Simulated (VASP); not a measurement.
A run of VASP 6.6.1 is set up as follows.

File INCAR:

```
PREC     = Accurate       # precision mode
ENCUT    = 520            # plane-wave cutoff, eV
EDIFF    = 1E-6           # SCF threshold, eV
ISMEAR   = 0              # smearing method
SIGMA    = 0.02           # smearing width, eV
LREAL    = False          # projectors in reciprocal space
LASPH    = True           # aspherical terms in the spheres
NELM     = 100            # most SCF steps
ALGO     = Normal         # electronic algorithm
ISIF     = 2              # what is computed and relaxed
LWAVE    = False          # write WAVECAR
LCHARG   = False          # write CHGCAR
GGA      = PE             # functional
NBANDS   = 36             # bands
```

File KPOINTS:

```
regular mesh
0
Gamma
  6 6 4
```

Contents of POSCAR:

```
Cd3SeS2
1.0
    4.2520759526      0.0000000000      0.0000000000
   -2.1260379763      3.6824057938      0.0000000000
    0.0000000000      0.0000000000     10.4298360035
Cd Se S
3 1 2
Direct
    0.6666666667      0.3333333333      0.6666400374
    0.0000000000      0.0000000000      0.9909132103
    0.3333333333      0.6666666667      0.3430191904
    0.0000000000      0.0000000000      0.2477730043
    0.6666666667      0.3333333333      0.9129522025
    0.3333333333      0.6666666667      0.5887023552
```

Potentials or basis: VASP PAW PBE potentials, release 64 (Cd, Se, S).

Run with:

```console
$ cat potpaw_PBE.64/Cd/POTCAR potpaw_PBE.64/Se/POTCAR potpaw_PBE.64/S/POTCAR > POTCAR
$ mpirun -np 1 vasp_std > vasp.out
```

(1) Predict the largest force.

(2) Predict the pressure.

Answers

(1) 0.006 eV/Å.

(2) 0.3 GPa.
